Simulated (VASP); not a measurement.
Here is a VASP 6.6.1 calculation.

The input INCAR:

```
SYSTEM = Si4H26C5O5
PREC     = Accurate       ! precision mode
ENCUT    = 520            ! plane-wave cutoff, eV
EDIFF    = 1E-7           ! SCF threshold, eV
ISMEAR   = -1             ! smearing method
SIGMA    = 0.02           ! smearing width, eV
LREAL    = Auto         
LASPH    = .TRUE.         ! aspherical terms in the spheres
NELM     = 60             ! most SCF steps
ALGO     = Normal         ! electronic algorithm
ISIF     = 2              ! what is computed and relaxed
LWAVE    = .FALSE.        ! write WAVECAR
LCHARG   = .FALSE.        ! write CHGCAR
GGA      = PE             ! functional
IVDW     = 12             ! dispersion correction
NBANDS   = 72             ! bands
```

KPOINTS

```
Automatic mesh
0
G
  1 1 1
  0 0 0
```

Contents of POSCAR:

```
Si4H26C5O5
1.0
    8.7633810000      0.0000000000      0.0000000000
    0.0000000000      8.7633810000      0.0000000000
    0.0000000000      0.0000000000      8.7633810000
Si H O C
4 26 5 5
Direct
    0.5150409414      0.5785324180      0.3440338837
    0.6572235077      0.3090017426      0.6979383870
    0.9653009495      0.6431992401      0.0304334594
    0.8838255463      0.2004477496      0.2384810155
    0.6827045406      0.6144888600      0.3728241417
    0.5002977732      0.4500774302      0.4499404967
    0.3983850525      0.6962381300      0.3781417241
    0.5116518385      0.5748694482      0.1768039071
    0.7953208927      0.3479593093      0.6111568127
    0.5630703492      0.4328124043      0.7800870463
    0.5548885755      0.2362330247      0.5861778690
    0.7133205780      0.2044872864      0.8102009943
    0.9296297856      0.5080002798     -0.0677934692
    0.8630002507      0.6441121298      0.1504099845
    1.1284115115      0.6234922343      0.0645641220
    0.9124674598      0.7856328511     -0.0569529044
    0.8715015358      0.3303405387      0.1170096336
    1.0378985006      0.1948220670      0.3019839032
    0.7680597249      0.2109231585      0.3633757336
    0.8478234599      0.0548190248      0.1517907301
    0.0154848910      0.6741576111      0.7184441713
   -0.0080904847      0.5951584212      0.5188066113
    0.4815264793      0.7094065635      0.6990680880
    0.4821426799      0.7665192236      0.9006683608
    0.3187468398      0.0563367038      0.5385820838
    0.2468910116     -0.1521787082      0.5313131998
    0.3894957894      0.0898055214      0.2670088177
    0.5554248982      0.1462335142      0.1336584590
    0.2938477740      0.4774869425      0.8593715143
    0.2323304213      0.2933114514      0.7706044049
    0.2041905972      0.5820242210      0.6175584515
    0.4606213059      0.9378686149      0.7352185190
    0.0934799023      0.0186001271      0.5598067686
    0.5206323906     -0.0751536422      0.1775798633
    0.2807592184      0.2824480643      0.9957115867
    0.0693910261      0.6167824952      0.6188935526
    0.4696931470      0.8080214703      0.7801897464
    0.2253582265     -0.0303649927      0.5367220711
    0.4876428401      0.0542028242      0.1978802474
    0.2671571623      0.3480163649      0.8772185073
```

Potentials or basis: VASP PAW PBE potentials, release 64 (Si, H, O, C).

Launch:

```sh
$ cat potpaw_PBE.64/Si/POTCAR potpaw_PBE.64/H/POTCAR potpaw_PBE.64/O/POTCAR potpaw_PBE.64/C/POTCAR > POTCAR
$ mpirun -np 1 vasp_gam > vasp.out
```

**Question.** Predict the band gap on the k mesh.

**Answer.** 2.96 eV.

**Question.** What does it give for the largest force?

**Answer.** 3.116 eV/Å.

Forces in eV/Å, atoms in the order of the input:
```
Si   0.990  0.909  0.114
Si  -0.730  0.571 -0.105
Si   0.212  0.265 -2.397
Si  -0.608  0.013 -1.178
H   -0.466  0.419  0.100
H   -0.489 -0.686 -0.222
H    0.155  0.152  0.351
H   -0.193 -0.768 -0.461
H    0.223  0.695 -0.137
H    0.652 -0.241 -0.456
H   -0.245 -0.247 -0.051
H    0.155 -0.809  0.889
H   -0.066  0.074 -0.075
H   -1.183 -0.184  2.107
H    0.325  0.356  0.241
H    0.682 -0.415  0.137
H   -0.013 -0.641  0.906
H    0.411  0.062  0.165
H    0.067  0.206 -0.120
H    0.188  0.284  0.247
H    0.031  0.011 -0.046
H    0.240 -0.026  0.230
H   -0.263  0.227 -0.114
H   -0.278  0.742  0.138
H    0.130 -0.595 -0.394
H    0.443 -0.540 -0.330
H   -0.312  0.287  0.387
H   -0.587 -0.193  0.648
H   -0.246 -1.112  0.448
H   -0.296 -0.519 -0.509
O   -0.136  0.012 -0.047
O   -0.161  0.736  0.347
O    1.358 -0.930 -0.413
O    0.584 -3.011 -0.149
O    0.121 -0.845  1.650
C   -0.293  0.033 -0.284
C    0.882 -1.770 -0.122
C   -1.992  2.189  0.969
C    0.263  2.937 -1.005
C    0.444  2.351 -1.462
```

Caveat: the k points lie up to 0.72 Å⁻¹ apart.
